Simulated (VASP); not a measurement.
# AlRu (Pm-3m) in VASP: elastic constants with PBE

Aim: the elastic constants of AlRu with PBE.

Program: VASP 6.6.1. These are calculated values, not measurements. Logs are shortened: lines on timing, memory, paths and dates and some standing lists are left out, and cuts for length are marked.

**1. The cell of the first run**

The structure is cubic, space group Pm-3m (No. 221). Conventional cell: a = 3.006 Å, b = 3.006 Å, c = 3.006 Å, α = 90.00°, β = 90.00°, γ = 90.00°. Al (site symmetry m-3m) has 8 Ru at 2.60 Å and 6 Al at 3.01 Å within 3.4 Å. Within 3.4 Å of Ru (site symmetry m-3m) lie 8 Al at 2.60 Å and 6 Ru at 3.01 Å.

**2. Elastic constants, PBE**

File INCAR:

```
PREC = Accurate ; ENCUT = 600
EDIFF = 1E-8 ; ISMEAR = -1
SIGMA = 0.15 ; LREAL = F
LASPH = T ; NELM = 60
ALGO = Normal ; ISIF = 3
LWAVE = F ; LCHARG = F
GGA = PE ; NBANDS = 16
IBRION = 6 ; NFREE = 2
POTIM = 0.015 ; NSW = 1
```

File KPOINTS:

```
Automatic mesh
0
Gamma
  20 20 20
```

File POSCAR:

```
AlRu
1.0
    3.0060134802      0.0000000000      0.0000000000
    0.0000000000      3.0060134802      0.0000000000
    0.0000000000      0.0000000000      3.0060134802
Al Ru
1 1
Direct
    0.0000000000      0.0000000000      0.0000000000
    0.5000000000      0.5000000000      0.5000000000
```

Potentials or basis: VASP PAW PBE potentials, release 64 (Al, Ru_pv).

Launch:

```console
$ cat potpaw_PBE.64/Al/POTCAR potpaw_PBE.64/Ru_pv/POTCAR > POTCAR
$ mpirun -np 1 vasp_std > vasp.out
```

OUTCAR:

```text
PREC = Accurate
   ENCUT = 600
   EDIFF = 1E-8
   ISMEAR = -1
   LREAL = F
   LASPH = T
   NELM = 60
   ISIF = 3
   GGA = PE
   IBRION = 6
   NFREE = 2
   POTIM = 0.015
   NSW = 1

 ion  position               nearest neighbor table
   1  0.000  0.000  0.000-   2 2.60   2 2.60   2 2.60   2 2.60   2 2.60   2 2.60   2 2.60   2 2.60

   2  0.500  0.500  0.500-   1 2.60   1 2.60   1 2.60   1 2.60   1 2.60   1 2.60   1 2.60   1 2.60

  LATTYP: Found a simple cubic cell.
 ALAT       =     3.0060134802

  Lattice vectors:

 A1 = (   3.0060134802,   0.0000000000,   0.0000000000)
 A2 = (   0.0000000000,   3.0060134802,   0.0000000000)
 A3 = (   0.0000000000,   0.0000000000,   3.0060134802)

Analysis of symmetry for initial positions (statically):
=====================================================================
 Subroutine PRICEL returns:
 Original cell was already a primitive cell.

 Routine SETGRP: Setting up the symmetry group for a
 simple cubic supercell.

 Subroutine GETGRP returns: Found 48 space group operations
 (whereof 48 operations were pure point group operations)
 out of a pool of 48 trial point group operations.

The static configuration has the point symmetry O_h .

Analysis of symmetry for dynamics (positions and initial velocities):
=====================================================================
 Subroutine PRICEL returns:
 Original cell was already a primitive cell.

 Routine SETGRP: Setting up the symmetry group for a
 simple cubic supercell.

 Subroutine GETGRP returns: Found 48 space group operations
 (whereof 48 operations were pure point group operations)
 out of a pool of 48 trial point group operations.

The dynamic configuration has the point symmetry O_h .

 Subroutine INISYM returns: Found 48 space group operations
 (whereof 48 operations are pure point group operations),
 and found     1 'primitive' translations

----------------------------------------------------------------------------------------

                                     Primitive cell

  volume of cell :      27.1627

  direct lattice vectors                    reciprocal lattice vectors
     3.006013480  0.000000000  0.000000000     0.332666506  0.000000000  0.000000000
     0.000000000  3.006013480  0.000000000     0.000000000  0.332666506  0.000000000
     0.000000000  0.000000000  3.006013480     0.000000000  0.000000000  0.332666506

  length of vectors
     3.006013480  3.006013480  3.006013480     0.332666506  0.332666506  0.332666506

  position of ions in fractional coordinates (direct lattice)
     0.000000000  0.000000000  0.000000000
     0.500000000  0.500000000  0.500000000

  ion indices of the primitive-cell ions
   primitive index   ion index
                 1           1
                 2           2

----------------------------------------------------------------------------------------

 KPOINTS: Automatic mesh

Automatic generation of k-mesh.
 Grid dimensions read from file:
 generate k-points for:   20   20   20

 Generating k-lattice:

[... 96 lines left out ...]
 maximum number of plane-waves:       934
   NGX = 13   NGY = 13   NGZ = 13

--------------------------------------- Ionic step        1  -------------------------------------------

 number of electron      16.9999996 magnetization

 Free energy of the ion-electron system (eV)
  ---------------------------------------------------
  ext. energy  EPLUGINS =         0.00000000
  ---------------------------------------------------
  free energy    TOTEN  =       -14.31776769 eV

  energy without entropy =      -14.20317688  energy(sigma->0) =      -14.26047228

------------------------ aborting loop because EDIFF is reached ----------------------------------------

  FORCE on cell =-STRESS in cart. coord.  units (eV):
  Direction    XX          YY          ZZ          XY          YZ          ZX
  --------------------------------------------------------------------------------------
  -------------------------------------------------------------------------------------
  Total       -0.0105990     -0.0105990     -0.0105990     -0.0000000     -0.0000000      0.0000000
  in kB       -0.6251762     -0.6251762     -0.6251762     -0.0000000     -0.0000000      0.0000000
  external PRESSURE =      -0.6251762 kB  Pullay stress =       0.0000000 kB
[... 89 lines left out ...]
  FREE ENERGIE OF THE ION-ELECTRON SYSTEM (eV)
  ---------------------------------------------------
  free  energy   TOTEN  =       -14.3116869653 eV

  energy  without entropy=      -14.1993866271  energy(sigma->0) =      -14.25553680

[... ionic steps 4 to 14 ...]

--------------------------------------- Ionic step       15  -------------------------------------------

 number of electron      16.9999996 magnetization

------------------------ aborting loop because EDIFF is reached ----------------------------------------
[... 67 lines left out ...]
--------------------------------------- Ionic step       17  -------------------------------------------

 number of electron      16.9999998 magnetization

 Free energy of the ion-electron system (eV)
  ---------------------------------------------------
  ext. energy  EPLUGINS =         0.00000000
  ---------------------------------------------------
  free energy    TOTEN  =       -14.31693839 eV

  energy without entropy =      -14.20234342  energy(sigma->0) =      -14.25964091

 E-fermi :  10.5501     XC(G=0): -12.4924

 val. band max:       10.5501050417   @ k =   0.1000   0.5000   0.1000
 cond. band min:      10.5511247884   @ k =   0.1000   0.1000   0.0000
 fundamental gap:      0.0010197467
 Fermi energy:        10.5501295434

 k-point     1 :       0.0000    0.0000    0.0000
  band No.  band energies     occupation
      1     -31.2475      2.00000
      2     -31.2475      2.00000
      3     -31.2474      2.00000
      4       0.9242      2.00000
      5       7.0271      2.00000
      6       7.0273      2.00000
[... 433 lines left out ...]
      3     -31.2400      2.00000
      4       1.8418      2.00000
      5       7.2311      2.00000
      6       7.3427      2.00000
[... 8 lines left out ...]
     15      23.4114      0.00000
     16      26.9663      0.00000

 [... further k-points ...]
[... 5 lines left out ...]
  --------------------------------------------------------------------------------------
  -------------------------------------------------------------------------------------
  Total       -0.0096711     -0.0070556     -0.0070556     -0.0000000      0.0000000      0.0000000
  in kB       -0.5704453     -0.4161728     -0.4161728     -0.0000000      0.0000000      0.0000000
  external PRESSURE =      -0.4675970 kB  Pullay stress =       0.0000000 kB
[... 17 lines left out ...]
  FREE ENERGIE OF THE ION-ELECTRON SYSTEM (eV)
  ---------------------------------------------------
  free  energy   TOTEN  =       -14.3169383913 eV

  energy  without entropy=      -14.2023434224  energy(sigma->0) =      -14.25964091

 INTERNAL STRAIN TENSORS FROM STRAINED CELLS
 ============================================

 INTERNAL STRAIN TENSOR FOR ION    1 for displacements in x,y,z  (eV/Angst):
          X           Y           Z          XY          YZ          ZX
  --------------------------------------------------------------------------------
  x     0.00000     0.00000     0.00000     0.00000     0.00000    -0.00000
  y     0.00000     0.00000     0.00000     0.00000     0.00000     0.00000
  z     0.00000     0.00000     0.00000     0.00000     0.00000     0.00000

 INTERNAL STRAIN TENSORS FROM DISPLACED ATOMS
 ============================================

 INTERNAL STRAIN TENSOR FOR ION    1 for displacements in x,y,z  (eV/Angst):
          X           Y           Z          XY          YZ          ZX
  --------------------------------------------------------------------------------
  x     0.00000     0.00000     0.00000     0.00000     0.00000     0.00000
  y     0.00000     0.00000     0.00000     0.00000     0.00000     0.00000
  z     0.00000     0.00000     0.00000     0.00000     0.00000     0.00000

 INTERNAL STRAIN TENSOR FOR ION    2 for displacements in x,y,z  (eV/Angst):
          X           Y           Z          XY          YZ          ZX
  --------------------------------------------------------------------------------
  x     0.00000     0.00000     0.00000     0.00000     0.00000     0.00000
  y     0.00000     0.00000     0.00000     0.00000     0.00000     0.00000
  z     0.00000     0.00000     0.00000     0.00000     0.00000     0.00000

 Eigenvectors and eigenvalues of the dynamical matrix
 ----------------------------------------------------

   1 f  =    9.200626 THz    57.809236 2PiTHz  306.899838 cm-1    38.050713 meV
             X         Y         Z           dx          dy          dz
      0.000000  0.000000  0.000000     0.888448   -0.000000    0.000000
      1.503007  1.503007  1.503007    -0.458977    0.000000    0.000000
[... 21 lines left out ...]
   6 f/i=    0.000508 THz     0.003190 2PiTHz    0.016937 cm-1     0.002100 meV
             X         Y         Z           dx          dy          dz
      0.000000  0.000000  0.000000    -0.324546    0.324546    0.000000
      1.503007  1.503007  1.503007    -0.628228    0.628228    0.000000

--------------------------------------------------------------------------------------------------------

 ELASTIC MODULI CONTR FROM IONIC RELAXATION (kBar)
 Direction    XX          YY          ZZ          XY          YZ          ZX
 --------------------------------------------------------------------------------
 XX           0.0000      0.0000      0.0000      0.0000      0.0000      0.0000
 YY           0.0000      0.0000      0.0000      0.0000      0.0000      0.0000
 ZZ           0.0000      0.0000      0.0000      0.0000      0.0000      0.0000
 XY           0.0000      0.0000      0.0000      0.0000      0.0000      0.0000
 YZ           0.0000      0.0000      0.0000      0.0000      0.0000      0.0000
 ZX           0.0000      0.0000      0.0000      0.0000      0.0000      0.0000
 --------------------------------------------------------------------------------

 TOTAL ELASTIC MODULI (kBar)
 Direction    XX          YY          ZZ          XY          YZ          ZX
 --------------------------------------------------------------------------------
 XX        3168.9976   1449.4346   1449.4346      0.0000     -0.0000      0.0000
 YY        1449.4346   3168.9976   1449.4346      0.0000      0.0000     -0.0000
 ZZ        1449.4346   1449.4346   3168.9976      0.0000     -0.0000     -0.0000
 XY           0.0000      0.0000      0.0000   1242.6202      0.0000      0.0000
 YZ          -0.0000      0.0000     -0.0000      0.0000   1242.6202      0.0000
 ZX           0.0000     -0.0000     -0.0000      0.0000      0.0000   1242.6202
 --------------------------------------------------------------------------------
```

Wall time 82 min (1 thread of Oxide Virtual Turin-like, shared host); peak memory 1.7 GiB.

Results:

```
Elastic constants C11, C12, C44 : 317, 145, 124 GPa
Voigt bulk modulus              : 202 GPa
Highest phonon frequency at Γ   : 307 cm⁻¹
```

Phonon frequencies in cm⁻¹ (negative: imaginary):
| q point | frequencies |
| --- | --- |
| (0.000, 0.000, 0.000) | 0 0 0 307 307 307 |

Elastic tensor in Voigt notation (GPa, in the Cartesian axes of the cell as first typed):
```
317 145 145   0   0   0
145 317 145   0   0   0
145 145 317   0   0   0
  0   0   0 124   0   0
  0   0   0   0 124   0
  0   0   0   0   0 124
```

Clamped-ion elastic tensor (GPa):
```
317 145 145   0   0   0
145 317 145   0   0   0
145 145 317   0   0   0
  0   0   0 124   0   0
  0   0   0   0 124   0
  0   0   0   0   0 124
```
